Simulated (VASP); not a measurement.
# Zn (Im-3m) in VASP: relaxation of cell and atoms with PBE

Aim: the relaxation of cell and atoms of Zn with PBE.

Everything below comes from runs of VASP 6.6.1. Logs are shortened: lines on timing, memory, paths and dates and some standing lists are left out, and cuts for length are marked.

### Step 1. The cell of the first run

It takes space group Im-3m (No. 229, cubic). The conventional cell has a = 3.130 Å, b = 3.130 Å, c = 3.130 Å, α = 90.00°, β = 90.00°, γ = 90.00°. Zn (site symmetry m-3m) has 14 Zn at 2.71 to 3.13 Å within 3.6 Å.

This isn't the form of Zn at room conditions, which is hcp.

### Step 2. Relaxation of cell and atoms, PBE

Input file INCAR:

```
SYSTEM = Zn
ALGO     = Normal         ! electronic algorithm
EDIFF    = 1E-7           ! SCF threshold, eV
EDIFFG   = -0.03          ! ionic threshold
ENCUT    = 500            ! plane-wave cutoff, eV
GGA      = PE             ! functional
GGA_COMPAT= .FALSE.      
IBRION   = 2              ! ionic algorithm
ISIF     = 3              ! what is computed and relaxed
ISMEAR   = 1              ! smearing method
LASPH    = .TRUE.         ! aspherical terms in the spheres
LCHARG   = .FALSE.        ! write CHGCAR
LREAL    = .FALSE.        ! projectors in reciprocal space
LWAVE    = .FALSE.        ! write WAVECAR
NELM     = 120            ! most SCF steps
NELMIN   = 4            
NSW      = 80             ! ionic steps
PREC     = Accurate       ! precision mode
SIGMA    = 0.05           ! smearing width, eV
```

Input file KPOINTS:

```
k-points
0
G
  21 21 21
  0 0 0
```

Input file POSCAR:

```
Zn
1.0
   -1.5650000000      1.5650000000      1.5650000000
    1.5650000000     -1.5650000000      1.5650000000
    1.5650000000      1.5650000000     -1.5650000000
Zn
1
Direct
    0.0000000000      0.0000000000      0.0000000000
```

Potentials or basis: VASP PAW PBE potentials, release 64 (Zn).

Launch:

```console
$ cat potpaw_PBE.64/Zn/POTCAR > POTCAR
$ mpirun -np 1 vasp_std > vasp.out
```

OUTCAR:

```text
SYSTEM = Zn
   EDIFF = 1E-7
   EDIFFG = -0.03
   ENCUT = 500
   GGA = PE
   IBRION = 2
   ISIF = 3
   ISMEAR = 1
   LASPH = .TRUE.
   LREAL = .FALSE.
   NELM = 120
   NELMIN = 4
   NSW = 80
   PREC = Accurate

 ion  position               nearest neighbor table
   1  0.000  0.000  0.000-

  LATTYP: Found a body centered cubic cell.
 ALAT       =     3.1300000000

  Lattice vectors:

 A1 = (  -1.5650000000,   1.5650000000,   1.5650000000)
 A2 = (   1.5650000000,  -1.5650000000,   1.5650000000)
 A3 = (   1.5650000000,   1.5650000000,  -1.5650000000)

Analysis of symmetry for initial positions (statically):
=====================================================================
 Subroutine PRICEL returns:
 Original cell was already a primitive cell.

 Routine SETGRP: Setting up the symmetry group for a
 body centered cubic supercell.

 Subroutine GETGRP returns: Found 48 space group operations
 (whereof 48 operations were pure point group operations)
 out of a pool of 48 trial point group operations.

The static configuration has the point symmetry O_h .

Analysis of symmetry for dynamics (positions and initial velocities):
=====================================================================
 Subroutine PRICEL returns:
 Original cell was already a primitive cell.

 Routine SETGRP: Setting up the symmetry group for a
 body centered cubic supercell.

 Subroutine GETGRP returns: Found 48 space group operations
 (whereof 48 operations were pure point group operations)
 out of a pool of 48 trial point group operations.

The dynamic configuration has the point symmetry O_h .

 Subroutine INISYM returns: Found 48 space group operations
 (whereof 48 operations are pure point group operations),
 and found     1 'primitive' translations

----------------------------------------------------------------------------------------

                                     Primitive cell

  volume of cell :      15.3321

  direct lattice vectors                    reciprocal lattice vectors
    -1.565000000  1.565000000  1.565000000     0.000000000  0.319488818  0.319488818
     1.565000000 -1.565000000  1.565000000     0.319488818  0.000000000  0.319488818
     1.565000000  1.565000000 -1.565000000     0.319488818  0.319488818  0.000000000

  length of vectors
     2.710659514  2.710659514  2.710659514     0.451825419  0.451825419  0.451825419

  position of ions in fractional coordinates (direct lattice)
     0.000000000  0.000000000  0.000000000

  ion indices of the primitive-cell ions
   primitive index   ion index
                 1           1

----------------------------------------------------------------------------------------

 KPOINTS: k-points

Automatic generation of k-mesh.
 Grid dimensions read from file:
 generate k-points for:   21   21   21

 Generating k-lattice:

  Cartesian coordinates                     Fractional coordinates (reciprocal lattice)
     0.000000000  0.015213753  0.015213753     0.047619048  0.000000000  0.000000000
     0.015213753  0.000000000  0.015213753     0.000000000  0.047619048  0.000000000
     0.015213753  0.015213753  0.000000000     0.000000000  0.000000000  0.047619048

  Length of vectors
     0.021515496  0.021515496  0.021515496

  Shift w.r.t. Gamma in fractional coordinates (k-lattice)
     0.000000000  0.000000000  0.000000000

 Subroutine IBZKPT returns following result:
 ===========================================

 Found    286 irreducible k-points:

[... 47 lines left out ...]
   EDIFFG = -.3E-01   stopping-criterion for IOM
   NSW    =     80    number of steps for IOM
   IBRION =      2    ionic relax: 0-MD 1-quasi-New 2-CG
   NFREE  =      1    steps in history (QN), initial steepest desc. (CG)
   ISIF   =      3    stress and relaxation
   ISYM   =      2    0-nonsym 1-usesym 2-fastsym
   POTIM  = 0.5000    time-step for ionic-motion
   TEBEG  =    0.0;   TEEND  =   0.0 temperature during run
   PSTRESS=    0.0 pullay stress
   NELECT =      12.0000    total number of electrons
   NUPDOWN=      -1.0000    fix difference up-down
   EMIN   =  10.00;   EMAX   =-10.00  energy-range for DOS
   EFERMI =   0.00;   METHOD = LEGACY
   ISMEAR =     1;   SIGMA  =   0.05  broadening in eV -4-tet -1-fermi 0-gaus
   EFERMI_NEDOS =   21; number of points for ismear=-14 and -15
   IALGO  =     38    algorithm
   IMIX   =      4    mixing-type and parameters
     AMIX     =   0.40;   BMIX     =  1.00
     AMIX_MAG =   1.60;   BMIX_MAG =  1.00
  volume/ion in A,a.u.               =      15.33       103.47
  Fermi-wavevector in a.u.,A,eV,Ry     =   1.508693  2.851017 30.968968  2.276155
  Thomas-Fermi vector in A             =   2.619114
   LORBIT       =      0    0 simple, 1 ext, 2 COOP (PROOUT), +10 PAW based schemes
   GGA     = PE    functional components
   LHFCALC =     F    Hartree Fock is set to
   AEXX    =    0.0000 exact exchange contribution
   IVDW    =     0    specifies the selected vdW correction
   LEPSILON=     F    determine dielectric tensor
   LRPA    =     F    only Hartree local field effects (RPA)
 conjugate gradient relaxation of ions
 non-spin polarized calculation
 Methfessel and Paxton  Order N= 1 SIGMA  =   0.05
  energy-cutoff  :      500.00
  volume of cell :       15.33
 maximum number of plane-waves:       402
   NGX =  9   NGY =  9   NGZ =  9

--------------------------------------- Ionic step        1  -------------------------------------------

 number of electron      12.0000024 magnetization

 Free energy of the ion-electron system (eV)
  ---------------------------------------------------
  ext. energy  EPLUGINS =         0.00000000
  ---------------------------------------------------
  free energy    TOTEN  =        -1.02238958 eV

  energy without entropy =       -1.02235039  energy(sigma->0) =       -1.02237652

------------------------ aborting loop because EDIFF is reached ----------------------------------------

  FORCE on cell =-STRESS in cart. coord.  units (eV):
  Direction    XX          YY          ZZ          XY          YZ          ZX
  --------------------------------------------------------------------------------------
  -------------------------------------------------------------------------------------
  Total        0.0372365      0.0372365      0.0372365     -0.0000000     -0.0000000     -0.0000000
  in kB        3.8911360      3.8911360      3.8911360     -0.0000000     -0.0000000     -0.0000000
  external PRESSURE =       3.8911360 kB  Pullay stress =       0.0000000 kB

 VOLUME and BASIS-vectors are now :
 -----------------------------------------------------------------------------
  energy-cutoff  :      500.00
  volume of cell :       15.33
      direct lattice vectors                 reciprocal lattice vectors
    -1.565000000  1.565000000  1.565000000     0.000000000  0.319488818  0.319488818
     1.565000000 -1.565000000  1.565000000     0.319488818  0.000000000  0.319488818
     1.565000000  1.565000000 -1.565000000     0.319488818  0.319488818  0.000000000

 POSITION                                       TOTAL-FORCE (eV/Angst)
 -----------------------------------------------------------------------------------
      0.00000      0.00000      0.00000        -0.000000      0.000000     -0.000000
 -----------------------------------------------------------------------------------
    total drift:                                0.000000     -0.000000      0.000000

  FREE ENERGIE OF THE ION-ELECTRON SYSTEM (eV)
  ---------------------------------------------------
  free  energy   TOTEN  =        -1.0223895828 eV

  energy  without entropy=       -1.0223503872  energy(sigma->0) =       -1.02237652

--------------------------------------- Ionic step        2  -------------------------------------------

 number of electron      12.0000023 magnetization

 Free energy of the ion-electron system (eV)
  ---------------------------------------------------
  ext. energy  EPLUGINS =         0.00000000
  ---------------------------------------------------
  free energy    TOTEN  =        -1.02250036 eV

  energy without entropy =       -1.02244010  energy(sigma->0) =       -1.02248027

 E-fermi :   3.1042     XC(G=0): -11.4959

 val. band max:        3.1027771220   @ k =  -0.4762  -0.4762   0.1905
 cond. band min:       3.1047650367   @ k =   0.3810   0.1905   0.0000
 fundamental gap:      0.0019879147
 Fermi energy:         3.1042466101

 k-point     1 :       0.0000    0.0000    0.0000
  band No.  band energies     occupation
      1      -7.2509      2.00000
      2      -4.6574      2.00000
      3      -4.6574      2.00000
      4      -4.6574      2.00000
      5      -4.1590      2.00000
      6      -4.1590      2.00000
      7      22.1055      0.00000
      8      22.1055      0.00000
      9      22.1055      0.00000
     10      23.8372      0.00000
[... 287 lines left out ...]
 k-point    24 :       0.1905    0.0952    0.0000
  band No.  band energies     occupation
      1      -5.5303      2.00000
      2      -4.7798      2.00000
      3      -4.6051      2.00000
      4      -4.2488      2.00000
      5      -4.1709      2.00000
      6      -4.0368      2.00000
      7      11.8834      0.00000
      8      14.6504      0.00000
      9      17.1918      0.00000
     10      21.2039      0.00000

 [... further k-points ...]

------------------------ aborting loop because EDIFF is reached ----------------------------------------

  FORCE on cell =-STRESS in cart. coord.  units (eV):
  Direction    XX          YY          ZZ          XY          YZ          ZX
  --------------------------------------------------------------------------------------
  -------------------------------------------------------------------------------------
  Total        0.0050462      0.0050462      0.0050462      0.0000000      0.0000000      0.0000000
  in kB        0.5244807      0.5244807      0.5244807      0.0000000      0.0000000      0.0000000
  external PRESSURE =       0.5244807 kB  Pullay stress =       0.0000000 kB

 VOLUME and BASIS-vectors are now :
 -----------------------------------------------------------------------------
  energy-cutoff  :      500.00
  volume of cell :       15.41
      direct lattice vectors                 reciprocal lattice vectors
    -1.567811347  1.567811347  1.567811347     0.000000000  0.318915921  0.318915921
     1.567811347 -1.567811347  1.567811347     0.318915921  0.000000000  0.318915921
     1.567811347  1.567811347 -1.567811347     0.318915921  0.318915921  0.000000000

 POSITION                                       TOTAL-FORCE (eV/Angst)
 -----------------------------------------------------------------------------------
      1.56781     -1.56781      1.56781         0.000000      0.000000     -0.000000
 -----------------------------------------------------------------------------------
    total drift:                               -0.000000      0.000000     -0.000000

  FREE ENERGIE OF THE ION-ELECTRON SYSTEM (eV)
  ---------------------------------------------------
  free  energy   TOTEN  =        -1.0225003617 eV

  energy  without entropy=       -1.0224400991  energy(sigma->0) =       -1.02248027

 reached required accuracy - stopping structural energy minimisation
```

Wall time 28 s (1 thread of Intel Xeon Platinum 8488C (Sapphire Rapids), shared host); peak memory 0.15 GiB.

Results:

```yaml
Free_energy: -1.0225 eV
Relaxed_volume: 15.41 Å³/atom
Relaxed_cell: a = 2.716 Å, b = 2.716 Å, c = 2.716 Å, α = 109.47°, β = 109.47°, γ = 109.47°
Space_group_after_relaxing_to_0.1_Å: Im-3m (No. 229)
Energy_gained_by_relaxing: 0.1 meV/atom
Ionic_steps: 2
Pressure_after_relaxing: 0.1 GPa
Band_gap_on_the_k_mesh: zero (bands 6 and 7 overlap by 4.72 eV)
```

Step by step:
```
step  energy change (eV)  largest force (eV/Å)  pressure (GPa)  volume (Å³)
   1              0.0000                0.0000            0.39        15.33
   2             -0.0001                0.0000            0.05        15.41
```

Final structure:
```yaml
crystal:
  lattice:
    - [-1.56781, 1.56781, 1.56781]
    - [1.56781, -1.56781, 1.56781]
    - [1.56781, 1.56781, -1.56781]
  atoms:
    - { symbol: Zn, position: [0.00000, 0.00000, 0.00000] }
```
